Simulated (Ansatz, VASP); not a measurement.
## One calculation of RbBr, two programs

POSCAR

```
RbBr
1.0
    4.1242532581      0.0000000000      0.0000000000
    0.0000000000      4.1242532581      0.0000000000
    0.0000000000      0.0000000000      4.1242532581
Rb Br
1 1
Direct
    0.0000000000      0.0000000000      0.0000000000
    0.5000000000      0.5000000000      0.5000000000
```

The input INCAR.step1:

```
PREC = Accurate
ENCUT = 520
EDIFF = 1E-5
ISMEAR = 0
SIGMA = 0.01
LREAL = False
LASPH = True
NELM = 100
ALGO = Normal
ISIF = 2
LWAVE = True
LCHARG = False
NBANDS = 15
GGA = PE
```

INCAR.step2

```
PREC = Accurate
ENCUT = 520
EDIFF = 1E-6
ISMEAR = 0
SIGMA = 0.01
LREAL = False
LASPH = True
NELM = 100
ALGO = Normal
ISIF = 2
LWAVE = False
LCHARG = False
GGA = PE
LHFCALC = True
HFSCREEN = 0.2079
PRECFOCK = Normal
NBANDS = 15
ISTART = 1
```

The input KPOINTS:

```
regular mesh
0
Gamma
  4 4 4
```

Input for Ansatz:

```yaml
crystal:
  lattice:
    - [4.1242532581, 0.0, 0.0]
    - [0.0, 4.1242532581, 0.0]
    - [0.0, 0.0, 4.1242532581]
  atoms:
    - { symbol: Rb, position: [0.0, 0.0, 0.0] }
    - { symbol: Br, position: [0.5, 0.5, 0.5] }
kpoints:
  mp_grid: { grid: [4, 4, 4] }
  band_path:
    path:
      - [0.0, 0.0, 0.0]
      - [0.0, 0.5, 0.0]
      - [0.5, 0.5, 0.0]
      - [0.5, 0.5, 0.5]
      - [0.0, 0.5, 0.5]
    npoints: 1
hamiltonian:
  xc: hse06
scf:
  occupations: { method: fixed }
  n_extra_bands: 4
output:
  forces: true
  stress: true
  eigenvalues: true
```

Alike in both runs: task single point; functional HSE06; k mesh 4 × 4 × 4; no spin polarisation.

```csv
,VASP,Ansatz
version,VASP 6.6.1,Ansatz 0.2.0
potentials or method,"VASP PAW PBE potentials, release 64 (Rb_sv, Br)","plane waves, PAW"
plane-wave cutoff (eV),520,420
occupations,"gaussian, width 0.01 eV",fixed
valence electrons in the cell,16,16
```

```csv
,VASP,Ansatz,Ansatz less VASP
gap on the k mesh at the Fermi level (eV),5.27,5.27,-0.001
pressure (GPa),0.5,0.5,0.00
```

Ansatz's warnings: stress exchange threshold loose, stress scf threshold loose.
